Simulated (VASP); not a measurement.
# InGaPb3 (Pm-3m) in VASP: a series of runs

Runs on InGaPb3. Level: PBE. Tasks: single point.

All numbers are computed with VASP 6.6.1; they aren't measurements. Logs are shortened: lines on timing, memory, paths and dates and some standing lists are left out, and cuts for length are marked.

## Step 1: The cell of the first run

Symmetry: Pm-3m, No. 221, cubic system. The conventional cell has a = 4.949 Å, b = 4.949 Å, c = 4.949 Å, α = 90.00°, β = 90.00°, γ = 90.00°. Within 3.3 Å of In (site symmetry m-3m) lie 6 Pb at 2.47 Å. Within 4.6 Å of Ga (site symmetry m-3m) lie 12 Pb at 3.50 Å and 8 In at 4.29 Å. Within 3.3 Å of Pb (site symmetry 4/mmm) lie 2 In at 2.47 Å.

## Step 2: Single point, PBE

File INCAR:

```
  ALGO = Fast
  EDIFF = 1E-6
  ENCUT = 520
  GGA = PE
  ISIF = 2
  ISMEAR = 0
  LASPH = True
  LCHARG = False
  LREAL = False
  LWAVE = False
  NBANDS = 42
  NELM = 100
  PREC = Accurate
  SIGMA = 0.1
```

File KPOINTS:

```
k-points
0
Gamma
  4 4 4
```

File POSCAR:

```
InGaPb3
1.0
    4.9490386200      0.0000000000      0.0000000000
    0.0000000000      4.9490386200      0.0000000000
    0.0000000000      0.0000000000      4.9490386200
In Ga Pb
1 1 3
Direct
    0.5000000000      0.5000000000      0.5000000000
    0.0000000000      0.0000000000      0.0000000000
    0.0000000000      0.5000000000      0.5000000000
    0.5000000000      0.0000000000      0.5000000000
    0.5000000000      0.5000000000      0.0000000000
```

Potentials or basis: VASP PAW PBE potentials, release 64 (In_d, Ga_d, Pb_d).

The run is started by

```console
$ cat potpaw_PBE.64/In_d/POTCAR potpaw_PBE.64/Ga_d/POTCAR potpaw_PBE.64/Pb_d/POTCAR > POTCAR
$ mpirun -np 1 vasp_std > vasp.out
```

OUTCAR:

```text
EDIFF = 1E-6
   ENCUT = 520
   GGA = PE
   ISIF = 2
   ISMEAR = 0
   LASPH = True
   LREAL = False
   NELM = 100
   PREC = Accurate

 ion  position               nearest neighbor table
   1  0.500  0.500  0.500-   3 2.47   4 2.47   5 2.47   5 2.47   4 2.47   3 2.47
   2  0.000  0.000  0.000-   3 3.50   4 3.50   5 3.50   3 3.50   4 3.50   3 3.50   5 3.50   3 3.50
                             4 3.50   5 3.50   4 3.50   5 3.50
   3  0.000  0.500  0.500-   1 2.47   1 2.47   4 3.50   5 3.50   2 3.50   5 3.50   2 3.50   4 3.50
                             2 3.50   2 3.50   4 3.50   5 3.50   5 3.50   4 3.50
   4  0.500  0.000  0.500-   1 2.47   1 2.47   3 3.50   5 3.50   2 3.50   5 3.50   2 3.50   3 3.50
                             5 3.50   5 3.50   2 3.50   3 3.50   2 3.50   3 3.50
   5  0.500  0.500  0.000-   1 2.47   1 2.47   3 3.50   4 3.50   2 3.50   3 3.50   4 3.50   2 3.50
                             4 3.50   4 3.50   2 3.50   3 3.50   3 3.50   2 3.50

  LATTYP: Found a simple cubic cell.
 ALAT       =     4.9490386200

  Lattice vectors:

 A1 = (   4.9490386200,   0.0000000000,   0.0000000000)
 A2 = (   0.0000000000,   4.9490386200,   0.0000000000)
 A3 = (   0.0000000000,   0.0000000000,   4.9490386200)

Analysis of symmetry for initial positions (statically):
=====================================================================
 Subroutine PRICEL returns:
 Original cell was already a primitive cell.

 Routine SETGRP: Setting up the symmetry group for a
 simple cubic supercell.

 Subroutine GETGRP returns: Found 48 space group operations
 (whereof 48 operations were pure point group operations)
 out of a pool of 48 trial point group operations.

The static configuration has the point symmetry O_h .

Analysis of symmetry for dynamics (positions and initial velocities):
=====================================================================
 Subroutine PRICEL returns:
 Original cell was already a primitive cell.

 Routine SETGRP: Setting up the symmetry group for a
 simple cubic supercell.

 Subroutine GETGRP returns: Found 48 space group operations
 (whereof 48 operations were pure point group operations)
 out of a pool of 48 trial point group operations.

The dynamic configuration has the point symmetry O_h .

 Subroutine INISYM returns: Found 48 space group operations
 (whereof 48 operations are pure point group operations),
 and found     1 'primitive' translations

----------------------------------------------------------------------------------------

                                     Primitive cell

  volume of cell :     121.2167

  direct lattice vectors                    reciprocal lattice vectors
     4.949038620  0.000000000  0.000000000     0.202059446  0.000000000  0.000000000
     0.000000000  4.949038620  0.000000000     0.000000000  0.202059446  0.000000000
     0.000000000  0.000000000  4.949038620     0.000000000  0.000000000  0.202059446

  length of vectors
     4.949038620  4.949038620  4.949038620     0.202059446  0.202059446  0.202059446

  position of ions in fractional coordinates (direct lattice)
     0.500000000  0.500000000  0.500000000
     0.000000000  0.000000000  0.000000000
     0.000000000  0.500000000  0.500000000
     0.500000000  0.000000000  0.500000000
     0.500000000  0.500000000  0.000000000

  ion indices of the primitive-cell ions
   primitive index   ion index
                 1           1
                 2           2
                 3           3
                 4           4
                 5           5

----------------------------------------------------------------------------------------

 KPOINTS: k-points

Automatic generation of k-mesh.
 Grid dimensions read from file:
 generate k-points for:    4    4    4

 Generating k-lattice:

  Cartesian coordinates                     Fractional coordinates (reciprocal lattice)
     0.050514861  0.000000000  0.000000000     0.250000000  0.000000000  0.000000000
     0.000000000  0.050514861  0.000000000     0.000000000  0.250000000  0.000000000
     0.000000000  0.000000000  0.050514861     0.000000000  0.000000000  0.250000000

  Length of vectors
     0.050514861  0.050514861  0.050514861

  Shift w.r.t. Gamma in fractional coordinates (k-lattice)
     0.000000000  0.000000000  0.000000000

 Subroutine IBZKPT returns following result:
 ===========================================

 Found     10 irreducible k-points:

 Following reciprocal coordinates:
            Coordinates               Weight
  0.000000  0.000000  0.000000      1.000000
  0.250000  0.000000  0.000000      6.000000
  0.500000  0.000000  0.000000      3.000000
  0.250000  0.250000  0.000000     12.000000
  0.500000  0.250000  0.000000     12.000000
  0.500000  0.500000  0.000000      3.000000
  0.250000  0.250000  0.250000      8.000000
  0.500000  0.250000  0.250000     12.000000
  0.500000  0.500000  0.250000      6.000000
  0.500000  0.500000  0.500000      1.000000
   k-points           NKPTS =     10   k-points in BZ     NKDIM =     10   number of bands    NBANDS=     42
   number of dos      NEDOS =    301   number of ions     NIONS =      5
   total plane-waves  NPLWV =  64000
   dimension x,y,z NGX =    40 NGY =   40 NGZ =   40
   dimension x,y,z NGXF=    80 NGYF=   80 NGZF=   80
   ions per type =               1   1   3
   NGX,Y,Z   is equivalent  to a cutoff of  13.44, 13.44, 13.44 a.u.
   NGXF,Y,Z  is equivalent  to a cutoff of  26.87, 26.87, 26.87 a.u.
 SYSTEM =  unknown system
   PREC   = accura    normal or accurate (medium, high low for compatibility)
   ISTART =      0    job   : 0-new  1-cont  2-samecut
   ICHARG =      2    charge: 1-file 2-atom 10-const
   ISPIN  =      1    spin polarized calculation?
   LNONCOLLINEAR =      F non collinear calculations
   LSORBIT =      F    spin-orbit coupling
   LASPH  =      T    aspherical Exc in radial PAW
   ENCUT  =  520.0 eV  38.22 Ry    6.18 a.u.   9.20  9.20  9.20*2*pi/ulx,y,z
   NELM   =    100;   NELMIN=  2; NELMDL= -5     # of ELM steps
   EDIFF  = 0.1E-05   stopping-criterion for ELM
   LREAL  =      F    real-space projection
   EDIFFG = 0.1E-04   stopping-criterion for IOM
   NSW    =      0    number of steps for IOM
   IBRION =     -1    ionic relax: 0-MD 1-quasi-New 2-CG
   NFREE  =      0    steps in history (QN), initial steepest desc. (CG)
   ISIF   =      2    stress and relaxation
   ISYM   =      2    0-nonsym 1-usesym 2-fastsym
   POTIM  = 0.5000    time-step for ionic-motion
   TEBEG  =    0.0;   TEEND  =   0.0 temperature during run
   PSTRESS=    0.0 pullay stress
   NELECT =      68.0000    total number of electrons
   NUPDOWN=      -1.0000    fix difference up-down
   EMIN   =  10.00;   EMAX   =-10.00  energy-range for DOS
   EFERMI =   0.00;   METHOD = LEGACY
   ISMEAR =     0;   SIGMA  =   0.10  broadening in eV -4-tet -1-fermi 0-gaus
   EFERMI_NEDOS =   21; number of points for ismear=-14 and -15
   IALGO  =     68    algorithm
   IMIX   =      4    mixing-type and parameters
     AMIX     =   0.40;   BMIX     =  1.00
     AMIX_MAG =   1.60;   BMIX_MAG =  1.00
  volume/ion in A,a.u.               =      24.24       163.60
  Fermi-wavevector in a.u.,A,eV,Ry     =   1.350176  2.551462 24.803073  1.822974
  Thomas-Fermi vector in A             =   2.477702
   LORBIT       =      0    0 simple, 1 ext, 2 COOP (PROOUT), +10 PAW based schemes
   GGA     = PE    functional components
   LHFCALC =     F    Hartree Fock is set to
   AEXX    =    0.0000 exact exchange contribution
   IVDW    =     0    specifies the selected vdW correction
   LEPSILON=     F    determine dielectric tensor
   LRPA    =     F    only Hartree local field effects (RPA)
 non-spin polarized calculation
 RMM-DIIS sequential band-by-band and
 Gauss-broadening in eV      SIGMA  =   0.10
  energy-cutoff  :      520.00
  volume of cell :      121.22
 maximum number of plane-waves:      3294
 NGX is ok and might be reduce to    40
   NGX = 19   NGY = 19   NGZ = 19

 number of electron      67.9999977 magnetization

 Free energy of the ion-electron system (eV)
  ---------------------------------------------------
  ext. energy  EPLUGINS =         0.00000000
  ---------------------------------------------------
  free energy    TOTEN  =        -7.64709232 eV

  energy without entropy =       -7.62194585  energy(sigma->0) =       -7.63451908

 E-fermi :   8.5044     XC(G=0): -10.7249

 val. band max:        8.4895836335   @ k =   0.2500   0.2500   0.2500
 cond. band min:       8.5043987467   @ k =   0.5000   0.5000   0.0000
 fundamental gap:      0.0148151132
 Fermi energy:         8.5043644768

 k-point     1 :       0.0000    0.0000    0.0000
  band No.  band energies     occupation
      1     -10.5297      2.00000
      2     -10.5297      2.00000
      3     -10.0281      2.00000
      4      -9.7748      2.00000
      5      -9.7748      2.00000
      6      -9.7748      2.00000
[... 34 lines left out ...]
     41      13.8392      0.00000
     42      14.4270      0.00000

 k-point     2 :       0.2500    0.0000    0.0000
  band No.  band energies     occupation
      1     -10.5280      2.00000
      2     -10.3429      2.00000
      3      -9.8681      2.00000
      4      -9.7698      2.00000
      5      -9.6395      2.00000
      6      -9.6395      2.00000
[... 34 lines left out ...]
     41      13.7136      0.00000
     42      13.7376      0.00000

 k-point     3 :       0.5000    0.0000    0.0000
  band No.  band energies     occupation
      1     -10.5263      2.00000
      2     -10.2501      2.00000
      3      -9.7649      2.00000
      4      -9.4685      2.00000
      5      -9.4213      2.00000
      6      -9.4213      2.00000
[... 267 lines left out ...]
      4      -9.2689      2.00000
      5      -9.2689      2.00000
      6      -9.1965      2.00000
[... 34 lines left out ...]
     41      13.7428      0.00000
     42      15.4246      0.00000

 k-point    10 :       0.5000    0.5000    0.5000
  band No.  band energies     occupation
      1      -9.5435      2.00000
      2      -9.5435      2.00000
      3      -9.5435      2.00000
      4      -9.1364      2.00000
      5      -9.1364      2.00000
      6      -9.1364      2.00000
[... 34 lines left out ...]
     41      14.5440      0.00000
     42      14.8278      0.00000

------------------------ aborting loop because EDIFF is reached ----------------------------------------

  FORCE on cell =-STRESS in cart. coord.  units (eV):
  Direction    XX          YY          ZZ          XY          YZ          ZX
  --------------------------------------------------------------------------------------
  -------------------------------------------------------------------------------------
  Total       27.7083664     27.7083664     27.7083664     -0.0000000     -0.0000000      0.0000000
  in kB      366.2342660    366.2342660    366.2342660     -0.0000000     -0.0000000      0.0000000
  external PRESSURE =     366.2342660 kB  Pullay stress =       0.0000000 kB

 VOLUME and BASIS-vectors are now :
 -----------------------------------------------------------------------------
  energy-cutoff  :      520.00
  volume of cell :      121.22
      direct lattice vectors                 reciprocal lattice vectors
     4.949038620  0.000000000  0.000000000     0.202059446  0.000000000  0.000000000
     0.000000000  4.949038620  0.000000000     0.000000000  0.202059446  0.000000000
     0.000000000  0.000000000  4.949038620     0.000000000  0.000000000  0.202059446

 POSITION                                       TOTAL-FORCE (eV/Angst)
 -----------------------------------------------------------------------------------
      2.47452      2.47452      2.47452         0.000000      0.000000      0.000000
      0.00000      0.00000      0.00000         0.000000      0.000000      0.000000
      0.00000      2.47452      2.47452         0.000000      0.000000      0.000000
      2.47452      0.00000      2.47452         0.000000      0.000000      0.000000
      2.47452      2.47452      0.00000         0.000000      0.000000      0.000000
 -----------------------------------------------------------------------------------
    total drift:                               -0.000000     -0.000000     -0.000000

  FREE ENERGIE OF THE ION-ELECTRON SYSTEM (eV)
  ---------------------------------------------------
  free  energy   TOTEN  =        -7.6470923160 eV

  energy  without entropy=       -7.6219458539  energy(sigma->0) =       -7.63451908
```

Wall time 87 s (1 thread of Intel Xeon Platinum 8488C (Sapphire Rapids), shared host); peak memory 0.26 GiB.

What came out:

```yaml
Free_energy: -7.6471 eV
Pressure: 36.6 GPa
Band_gap_on_the_k_mesh: zero (band 34 reaches 12.98 eV, above the bottom of band 35 at 8.35 eV)
```

Caveat: spin-orbit coupling is left out, which moves the levels of the heavy elements.

[end of part 1 of 2]
